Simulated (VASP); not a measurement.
# TlCl (Pm-3m) in VASP: notebook

Runs on TlCl. Level: PBEsol. Tasks: single point, relaxation of cell and atoms.

Everything below comes from runs of VASP 6.6.1. Logs are shortened: lines on timing, memory, paths and dates and some standing lists are left out, and cuts for length are marked.

**1. The cell of the first run**

The structure is cubic, space group Pm-3m (No. 221). Conventional cell: a = 3.528 Å, b = 3.528 Å, c = 3.528 Å, α = 90.00°, β = 90.00°, γ = 90.00°. Within 4.0 Å of Tl (site symmetry m-3m) lie 8 Cl at 3.06 Å and 6 Tl at 3.53 Å. Cl (site symmetry m-3m) has 8 Tl at 3.06 Å and 6 Cl at 3.53 Å within 4.0 Å.

**2. Single point, PBEsol**

Contents of INCAR:

```
SYSTEM = TlCl
ALGO = Normal
EDIFF = 1E-6
ENCUT = 500
GGA = PS
GGA_COMPAT = .False.
ISIF = 2
ISMEAR = 0
LASPH = .True.
LCHARG = .False.
LREAL = .False.
LWAVE = .False.
NBANDS = 17
NELM = 120
PREC = Accurate
SIGMA = 0.01
```

Contents of KPOINTS:

```
k-points
0
Gamma
  6 6 6
  0 0 0
```

Contents of POSCAR:

```
TlCl
1.0
    3.5278238583      0.0000000000      0.0000000000
    0.0000000000      3.5278238583      0.0000000000
    0.0000000000      0.0000000000      3.5278238583
Tl Cl
1 1
Direct
    0.0000000000      0.0000000000      0.0000000000
    0.5000000000      0.5000000000      0.5000000000
```

Potentials or basis: VASP PAW PBE potentials, release 64 (Tl_d, Cl).

On the command line:

```console
cat potpaw_PBE.64/Tl_d/POTCAR potpaw_PBE.64/Cl/POTCAR > POTCAR
mpirun -np 1 vasp_std > vasp.out
```

OUTCAR:

```text
SYSTEM = TlCl
   EDIFF = 1E-6
   ENCUT = 500
   GGA = PS
   ISIF = 2
   ISMEAR = 0
   LASPH = .True.
   LREAL = .False.
   NELM = 120
   PREC = Accurate

 ion  position               nearest neighbor table
   1  0.000  0.000  0.000-   2 3.06   2 3.06   2 3.06   2 3.06   2 3.06   2 3.06   2 3.06   2 3.06

   2  0.500  0.500  0.500-   1 3.06   1 3.06   1 3.06   1 3.06   1 3.06   1 3.06   1 3.06   1 3.06

  LATTYP: Found a simple cubic cell.
 ALAT       =     3.5278238583

  Lattice vectors:

 A1 = (   3.5278238583,   0.0000000000,   0.0000000000)
 A2 = (   0.0000000000,   3.5278238583,   0.0000000000)
 A3 = (   0.0000000000,   0.0000000000,   3.5278238583)

Analysis of symmetry for initial positions (statically):
=====================================================================
 Subroutine PRICEL returns:
 Original cell was already a primitive cell.

 Routine SETGRP: Setting up the symmetry group for a
 simple cubic supercell.

 Subroutine GETGRP returns: Found 48 space group operations
 (whereof 48 operations were pure point group operations)
 out of a pool of 48 trial point group operations.

The static configuration has the point symmetry O_h .

Analysis of symmetry for dynamics (positions and initial velocities):
=====================================================================
 Subroutine PRICEL returns:
 Original cell was already a primitive cell.

 Routine SETGRP: Setting up the symmetry group for a
 simple cubic supercell.

 Subroutine GETGRP returns: Found 48 space group operations
 (whereof 48 operations were pure point group operations)
 out of a pool of 48 trial point group operations.

The dynamic configuration has the point symmetry O_h .

 Subroutine INISYM returns: Found 48 space group operations
 (whereof 48 operations are pure point group operations),
 and found     1 'primitive' translations

----------------------------------------------------------------------------------------

                                     Primitive cell

  volume of cell :      43.9057

  direct lattice vectors                    reciprocal lattice vectors
     3.527823858  0.000000000  0.000000000     0.283460864  0.000000000  0.000000000
     0.000000000  3.527823858  0.000000000     0.000000000  0.283460864  0.000000000
     0.000000000  0.000000000  3.527823858     0.000000000  0.000000000  0.283460864

  length of vectors
     3.527823858  3.527823858  3.527823858     0.283460864  0.283460864  0.283460864

  position of ions in fractional coordinates (direct lattice)
     0.000000000  0.000000000  0.000000000
     0.500000000  0.500000000  0.500000000

  ion indices of the primitive-cell ions
   primitive index   ion index
                 1           1
                 2           2

----------------------------------------------------------------------------------------

 KPOINTS: k-points

Automatic generation of k-mesh.
 Grid dimensions read from file:
 generate k-points for:    6    6    6

 Generating k-lattice:

  Cartesian coordinates                     Fractional coordinates (reciprocal lattice)
     0.047243477  0.000000000  0.000000000     0.166666667  0.000000000  0.000000000
     0.000000000  0.047243477  0.000000000     0.000000000  0.166666667  0.000000000
     0.000000000  0.000000000  0.047243477     0.000000000  0.000000000  0.166666667

  Length of vectors
     0.047243477  0.047243477  0.047243477

  Shift w.r.t. Gamma in fractional coordinates (k-lattice)
     0.000000000  0.000000000  0.000000000

 Subroutine IBZKPT returns following result:
 ===========================================

 Found     20 irreducible k-points:

 Following reciprocal coordinates:
            Coordinates               Weight
  0.000000  0.000000  0.000000      1.000000
  0.166667  0.000000  0.000000      6.000000
  0.333333  0.000000  0.000000      6.000000
  0.500000  0.000000  0.000000      3.000000
  0.166667  0.166667  0.000000     12.000000
  0.333333  0.166667  0.000000     24.000000
[... 12 lines left out ...]
  0.500000  0.500000  0.333333      6.000000
  0.500000  0.500000  0.500000      1.000000
   k-points           NKPTS =     20   k-points in BZ     NKDIM =     20   number of bands    NBANDS=     17
   number of dos      NEDOS =    301   number of ions     NIONS =      2
   total plane-waves  NPLWV =  21952
   dimension x,y,z NGX =    28 NGY =   28 NGZ =   28
   dimension x,y,z NGXF=    56 NGYF=   56 NGZF=   56
   ions per type =               1   1
   NGX,Y,Z   is equivalent  to a cutoff of  13.19, 13.19, 13.19 a.u.
   NGXF,Y,Z  is equivalent  to a cutoff of  26.39, 26.39, 26.39 a.u.
 SYSTEM =  TlCl
   PREC   = accura    normal or accurate (medium, high low for compatibility)
   ISTART =      0    job   : 0-new  1-cont  2-samecut
   ICHARG =      2    charge: 1-file 2-atom 10-const
   ISPIN  =      1    spin polarized calculation?
   LNONCOLLINEAR =      F non collinear calculations
   LSORBIT =      F    spin-orbit coupling
   LASPH  =      T    aspherical Exc in radial PAW
   ENCUT  =  500.0 eV  36.75 Ry    6.06 a.u.   6.43  6.43  6.43*2*pi/ulx,y,z
   NELM   =    120;   NELMIN=  2; NELMDL= -5     # of ELM steps
   EDIFF  = 0.1E-05   stopping-criterion for ELM
   LREAL  =      F    real-space projection
   EDIFFG = 0.1E-04   stopping-criterion for IOM
   NSW    =      0    number of steps for IOM
   IBRION =     -1    ionic relax: 0-MD 1-quasi-New 2-CG
   NFREE  =      0    steps in history (QN), initial steepest desc. (CG)
   ISIF   =      2    stress and relaxation
   ISYM   =      2    0-nonsym 1-usesym 2-fastsym
   POTIM  = 0.5000    time-step for ionic-motion
   TEBEG  =    0.0;   TEEND  =   0.0 temperature during run
   PSTRESS=    0.0 pullay stress
   NELECT =      20.0000    total number of electrons
   NUPDOWN=      -1.0000    fix difference up-down
   EMIN   =  10.00;   EMAX   =-10.00  energy-range for DOS
   EFERMI =   0.00;   METHOD = LEGACY
   ISMEAR =     0;   SIGMA  =   0.01  broadening in eV -4-tet -1-fermi 0-gaus
   EFERMI_NEDOS =   21; number of points for ismear=-14 and -15
   IALGO  =     38    algorithm
   IMIX   =      4    mixing-type and parameters
     AMIX     =   0.40;   BMIX     =  1.00
     AMIX_MAG =   1.60;   BMIX_MAG =  1.00
  volume/ion in A,a.u.               =      21.95       148.15
  Fermi-wavevector in a.u.,A,eV,Ry     =   1.259635  2.380364 21.588085  1.586679
  Thomas-Fermi vector in A             =   2.393185
   LORBIT       =      0    0 simple, 1 ext, 2 COOP (PROOUT), +10 PAW based schemes
   GGA     = PS    functional components
   LHFCALC =     F    Hartree Fock is set to
   AEXX    =    0.0000 exact exchange contribution
   IVDW    =     0    specifies the selected vdW correction
   LEPSILON=     F    determine dielectric tensor
   LRPA    =     F    only Hartree local field effects (RPA)
 non-spin polarized calculation
 Gauss-broadening in eV      SIGMA  =   0.01
  energy-cutoff  :      500.00
  volume of cell :       43.91
 maximum number of plane-waves:      1141
 NGX is ok and might be reduce to    28
   NGX = 13   NGY = 13   NGZ = 13

 number of electron      20.0000004 magnetization

 Free energy of the ion-electron system (eV)
  ---------------------------------------------------
  ext. energy  EPLUGINS =         0.00000000
  ---------------------------------------------------
  free energy    TOTEN  =        -6.22190597 eV

  energy without entropy =       -6.22190597  energy(sigma->0) =       -6.22190597

 E-fermi :   5.9959     XC(G=0): -10.6324

 val. band max:        5.9457842060   @ k =   0.5000   0.0000   0.0000
 cond. band min:       7.0606402636   @ k =   0.5000   0.5000   0.5000
 fundamental gap:      1.1148560575
 Fermi energy:         5.9958881798

 k-point     1 :       0.0000    0.0000    0.0000
  band No.  band energies     occupation
      1      -9.8059      2.00000
      2      -4.8663      2.00000
      3      -4.8663      2.00000
      4      -4.3681      2.00000
      5      -4.3681      2.00000
      6      -4.3681      2.00000
[... 9 lines left out ...]
     16      20.0731      0.00000
     17      20.0731      0.00000

 k-point     2 :       0.1667    0.0000    0.0000
  band No.  band energies     occupation
      1      -9.6793      2.00000
      2      -4.8561      2.00000
      3      -4.7864      2.00000
      4      -4.4205      2.00000
      5      -4.4205      2.00000
      6      -4.3634      2.00000
[... 9 lines left out ...]
     16      19.9705      0.00000
     17      20.1144      0.00000

 k-point     3 :       0.3333    0.0000    0.0000
  band No.  band energies     occupation
      1      -9.3996      2.00000
      2      -4.8356      2.00000
      3      -4.6584      2.00000
      4      -4.5215      2.00000
      5      -4.5215      2.00000
      6      -4.3540      2.00000
[... 9 lines left out ...]
     16      18.4779      0.00000
     17      19.7705      0.00000

 k-point     4 :       0.5000    0.0000    0.0000
  band No.  band energies     occupation
      1      -9.2432      2.00000
      2      -4.8253      2.00000
      3      -4.6232      2.00000
      4      -4.5704      2.00000
      5      -4.5704      2.00000
      6      -4.3493      2.00000
[... 9 lines left out ...]
     16      19.6735      0.00000
     17      21.4600      0.00000

 k-point     5 :       0.1667    0.1667    0.0000
  band No.  band energies     occupation
      1      -9.5681      2.00000
      2      -4.8147      2.00000
      3      -4.7297      2.00000
      4      -4.4569      2.00000
      5      -4.4232      2.00000
      6      -4.4014      2.00000
[... 9 lines left out ...]
     16      18.6143      0.00000
     17      18.9118      0.00000

 k-point     6 :       0.3333    0.1667    0.0000
  band No.  band energies     occupation
      1      -9.3273      2.00000
      2      -4.7847      2.00000
      3      -4.5913      2.00000
      4      -4.5083      2.00000
      5      -4.5080      2.00000
      6      -4.3951      2.00000
[... 9 lines left out ...]
     16      18.4118      0.00000
     17      19.0923      0.00000

 k-point     7 :       0.5000    0.1667    0.0000
  band No.  band energies     occupation
      1      -9.1957      2.00000
      2      -4.7714      2.00000
      3      -4.5533      2.00000
      4      -4.5318      2.00000
      5      -4.5314      2.00000
      6      -4.3881      2.00000
[... 9 lines left out ...]
     16      19.0226      0.00000
     17      20.1882      0.00000

 k-point     8 :       0.3333    0.3333    0.0000
  band No.  band energies     occupation
      1      -9.1773      2.00000
      2      -4.7306      2.00000
      3      -4.4890      2.00000
      4      -4.4682      2.00000
      5      -4.4658      2.00000
      6      -4.4054      2.00000
[... 9 lines left out ...]
     16      18.6278      0.00000
     17      18.9705      0.00000
[... 123 lines left out ...]
      1      -9.0148      2.00000
      2      -4.6480      2.00000
      3      -4.5944      2.00000
      4      -4.5465      2.00000
      5      -4.4226      2.00000
      6      -4.3033      2.00000
[... 9 lines left out ...]
     16      17.7511      0.00000
     17      21.1004      0.00000

 k-point    16 :       0.5000    0.5000    0.1667
  band No.  band energies     occupation
      1      -8.9519      2.00000
      2      -4.5975      2.00000
      3      -4.5975      2.00000
      4      -4.5635      2.00000
      5      -4.4649      2.00000
      6      -4.2042      2.00000
[... 9 lines left out ...]
     16      17.9832      0.00000
     17      21.8320      0.00000

 k-point    17 :       0.3333    0.3333    0.3333
  band No.  band energies     occupation
      1      -8.9245      2.00000
      2      -4.7093      2.00000
      3      -4.7093      2.00000
      4      -4.4678      2.00000
      5      -4.3791      2.00000
      6      -4.3791      2.00000
[... 9 lines left out ...]
     16      17.3974      0.00000
     17      23.1274      0.00000

 k-point    18 :       0.5000    0.3333    0.3333
  band No.  band energies     occupation
      1      -8.8324      2.00000
      2      -4.7793      2.00000
      3      -4.7028      2.00000
      4      -4.5598      2.00000
      5      -4.3740      2.00000
      6      -4.2684      2.00000
[... 9 lines left out ...]
     16      18.8233      0.00000
     17      23.0384      0.00000

 k-point    19 :       0.5000    0.5000    0.3333
  band No.  band energies     occupation
      1      -8.7337      2.00000
      2      -4.7719      2.00000
      3      -4.7719      2.00000
      4      -4.7119      2.00000
      5      -4.3198      2.00000
      6      -4.1996      2.00000
[... 9 lines left out ...]
     16      19.3852      0.00000
     17      23.0371      0.00000

 k-point    20 :       0.5000    0.5000    0.5000
  band No.  band energies     occupation
      1      -8.6117      2.00000
      2      -4.8520      2.00000
      3      -4.8520      2.00000
      4      -4.8520      2.00000
      5      -4.1973      2.00000
      6      -4.1973      2.00000
[... 9 lines left out ...]
     16      20.0255      0.00000
     17      23.1890      0.00000

------------------------ aborting loop because EDIFF is reached ----------------------------------------

  FORCE on cell =-STRESS in cart. coord.  units (eV):
  Direction    XX          YY          ZZ          XY          YZ          ZX
  --------------------------------------------------------------------------------------
  -------------------------------------------------------------------------------------
  Total        2.7164743      2.7164743      2.7164743      0.0000000      0.0000000     -0.0000000
  in kB       99.1278070     99.1278070     99.1278070      0.0000000      0.0000000     -0.0000000
  external PRESSURE =      99.1278070 kB  Pullay stress =       0.0000000 kB

 VOLUME and BASIS-vectors are now :
 -----------------------------------------------------------------------------
  energy-cutoff  :      500.00
  volume of cell :       43.91
      direct lattice vectors                 reciprocal lattice vectors
     3.527823858  0.000000000  0.000000000     0.283460864  0.000000000  0.000000000
     0.000000000  3.527823858  0.000000000     0.000000000  0.283460864  0.000000000
     0.000000000  0.000000000  3.527823858     0.000000000  0.000000000  0.283460864

 POSITION                                       TOTAL-FORCE (eV/Angst)
 -----------------------------------------------------------------------------------
      0.00000      0.00000      0.00000         0.000000      0.000000      0.000000
      1.76391      1.76391      1.76391         0.000000      0.000000      0.000000
 -----------------------------------------------------------------------------------
    total drift:                               -0.000000      0.000000      0.000000

  FREE ENERGIE OF THE ION-ELECTRON SYSTEM (eV)
  ---------------------------------------------------
  free  energy   TOTEN  =        -6.2219059701 eV

  energy  without entropy=       -6.2219059701  energy(sigma->0) =       -6.22190597
```

Run time: 6.3 s. Hardware: 1 thread of Intel Xeon 6975P-C (Granite Rapids), shared host; peak memory 0.15 GiB.

What came out:

| Item | Value |
| --- | --- |
| Free energy | -6.2219 eV |
| Pressure | 9.9 GPa |
| Band gap on the k mesh | 1.11 eV, indirect (least direct gap 1.17 eV) |

Levels at points of the mesh, in eV from the valence-band top:
```
           k point  band 6  band 7  band 8  band 9  band 10  band 11  band 12  band 13  band 14  band 15
(0.00, 0.00, 0.00)  -10.31   -5.39   -2.97   -2.97    -2.97     6.79     6.79     8.65     8.65     8.65
(0.50, 0.00, 0.00)  -10.30   -7.44   -2.19   -2.19     0.00     1.17     6.18     6.18     7.31    11.82
(0.50, 0.50, 0.00)  -10.15   -5.17   -5.17   -4.13    -2.22     4.90     4.90     7.95     9.40    11.07
(0.50, 0.50, 0.50)  -10.14   -3.47   -3.47   -3.47    -2.09     1.11     1.11     1.11    14.08    14.08
```

Caveat: the PAW data sets were made with another functional, which shifts forces and pressure a little; spin-orbit coupling is left out, which moves the levels of the heavy elements.

**3. Relaxation of cell and atoms, PBEsol, target pressure 10 GPa, at which the enthalpy is minimised**

This run uses another cell than the first one, of 26.77 Å³/atom, 1.220 times its volume.

Contents of INCAR:

```
SYSTEM = TlCl
PREC = Accurate
ENCUT = 500
EDIFF = 1E-7
ISMEAR = 0
SIGMA = 0.01
LREAL = .False.
LASPH = .True.
NELM = 120
ALGO = Normal
ISIF = 3
LWAVE = .False.
LCHARG = .False.
GGA = PS
IBRION = 2
NSW = 100
EDIFFG = -0.002
PSTRESS = 100.0
GGA_COMPAT = .False.
NELMIN = 4
```

Contents of KPOINTS:

```
Automatic mesh
0
Gamma
  6 6 6
  0 0 0
```

Contents of POSCAR:

```
TlCl
1.0
    3.7692256957      0.0000000000      0.0000000000
    0.0000000000      3.7692256957      0.0000000000
    0.0000000000      0.0000000000      3.7692256957
Tl Cl
1 1
Direct
    0.0000000000      0.0000000000      0.0000000000
    0.5000000000      0.5000000000      0.5000000000
```

Potentials or basis: VASP PAW PBE potentials, release 64 (Tl_d, Cl).

On the command line:

```console
cat potpaw_PBE.64/Tl_d/POTCAR potpaw_PBE.64/Cl/POTCAR > POTCAR
mpirun -np 1 vasp_std > vasp.out
```

Run time: 44 s. Hardware: 1 thread of Intel Xeon 6975P-C (Granite Rapids), shared host; peak memory 0.17 GiB.

Results (log left out):

```
Free energy                                            : -6.2249 eV
Relaxed volume                                         : 21.94 Å³/atom
Relaxed cell                                           : a = 3.527 Å, b = 3.527 Å, c = 3.527 Å, α = 90.00°, β = 90.00°, γ = 90.00°
Space group after relaxing (to 0.05 Å)                 : Pm-3m (No. 221)
Energy change on relaxing (the enthalpy is what falls) : +121.9 meV/atom
Ionic steps                                            : 16
Pressure after relaxing                                : 10.0 GPa
Band gap on the k mesh                                 : 1.11 eV, indirect (least direct gap 1.17 eV)
```

The path:
```csv
step,energy change (eV),largest force (eV/Å),pressure (GPa),volume (Å³)
1,0.0000,0.0000,-0.06,53.55
2,0.4221,0.0000,14.70,41.55
3,0.2445,0.0000,10.02,43.87
4,0.2333,0.0000,9.71,44.05
5,0.2337,0.0000,9.72,44.04
6,0.2347,0.0000,9.75,44.03
7,0.2348,0.0000,9.75,44.03
8,0.2348,0.0000,9.75,44.03
9,0.2349,0.0000,9.75,44.02
10,0.2351,0.0000,9.75,44.02
11,0.2355,0.0000,9.77,44.01
12,0.2362,0.0000,9.79,44.00
13,0.2378,0.0000,9.83,43.98
14,0.2408,0.0000,9.92,43.93
15,0.2471,0.0000,10.09,43.83
16,0.2439,0.0000,10.00,43.88
```

Final structure:
```yaml
crystal:
  lattice:
    - [3.52710, 0.00000, 0.00000]
    - [0.00000, 3.52710, 0.00000]
    - [0.00000, 0.00000, 3.52710]
  atoms:
    - { symbol: Tl, position: [0.00000, 0.00000, 0.00000] }
    - { symbol: Cl, position: [0.50000, 0.50000, 0.50000] }
```

Levels at points of the mesh, in eV from the valence-band top:
| k point | band 6 | band 7 | band 8 | band 9 | band 10 | band 11 | band 12 | band 13 | band 14 |
| --- | --- | --- | --- | --- | --- | --- | --- | --- | --- |
| (0.00, 0.00, 0.00) | -10.32 | -5.39 | -2.97 | -2.97 | -2.97 | 6.79 | 6.79 | 8.65 | 8.65 |
| (0.50, 0.00, 0.00) | -10.30 | -7.44 | -2.19 | -2.19 | 0.00 | 1.17 | 6.18 | 6.18 | 7.31 |
| (0.50, 0.50, 0.00) | -10.15 | -5.17 | -5.17 | -4.14 | -2.23 | 4.90 | 4.90 | 7.95 | 9.40 |
| (0.50, 0.50, 0.50) | -10.14 | -3.47 | -3.47 | -3.47 | -2.09 | 1.11 | 1.11 | 1.11 | 14.08 |

Caveat: the cell is relaxed towards a set pressure, so the enthalpy falls and the energy may rise; the volume moved by over 15 % at a fixed basis, so the end points are rough; the PAW data sets were made with another functional, which shifts forces and pressure a little; spin-orbit coupling is left out, which moves the levels of the heavy elements. PBEsol gaps usually lie below the measured ones, often by a third to a half.
